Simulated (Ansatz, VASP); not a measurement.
Two plane-wave programs on FeCu

Contents of INCAR:

```
SYSTEM = FeCu
ALGO = Normal
EDIFF = 1E-6
ENCUT = 520
GGA = PS
ISIF = 2
ISMEAR = 0
ISPIN = 2
LASPH = .True.
LCHARG = .True.
LELF = .True.
LMAXMIX = 4
LORBIT = 11
LREAL = .False.
LVHAR = .True.
LWAVE = .False.
MAGMOM = 3.5 0
NBANDS = 20
NELM = 150
PREC = Accurate
SIGMA = 0.1
```

File KPOINTS:

```
k-points
0
Gamma
  12 12 7
  0 0 0
```

The input POSCAR:

```
FeCu
1.0
    1.4382720000     -1.9879340000      0.0000000000
    1.4382720000      1.9879340000      0.0000000000
    0.0000000000      0.0000000000      4.1381350000
Fe Cu
1 1
Direct
    0.0000000000      0.0000000000      0.0000000000
    0.5000000000      0.5000000000      0.5000000000
```

Input for Ansatz:

```yaml
crystal:
  lattice:
    - [1.438272, -1.987934, 0.0]
    - [1.438272, 1.987934, 0.0]
    - [0.0, 0.0, 4.138135]
  atoms:
    - { symbol: Fe, position: [0.0, 0.0, 0.0], spin: 3.5 }
    - { symbol: Cu, position: [0.5, 0.5, 0.5] }
basis:
  ecutwfc: 500.0
kpoints:
  mp_grid:
    grid: [12, 12, 7]
hamiltonian:
  xc: pbesol
magnetization:
  spin_polarized: true
scf:
  convergence:
    dr2_threshold: 1.0e-10
  occupations:
    method: gaussian
    width: 0.1
```

Alike in both runs: task single point; functional PBEsol; k mesh 12 × 12 × 7; occupations gaussian, width 0.1 eV; collinear spin.

```csv
,VASP,Ansatz
version,VASP 6.6.1,Ansatz 0.2.0
potentials or method,"VASP PAW PBE potentials, release 64 (Fe, Cu), cutoff 520 eV","plane waves, PAW"
valence electrons in the cell,19,35
```

Ansatz gave:

| Property | Result |
| --- | --- |
| net moment per atom (μB) | 1.31 |
| size of the moment on the site where the two differ most (μB) | 0.09 |

**Question.** Estimate VASP's values.

**Answer.** net moment per atom (μB): 1.31; size of the moment on the site where the two differ most (μB): 0.07.

VASP's potentials were made for PBE, not for PBEsol. Site moments also hang on the region over which each program counts them. VASP's potentials hold 19 valence electrons a cell and Ansatz's 35, so a difference there can come from the potentials and not from the codes.
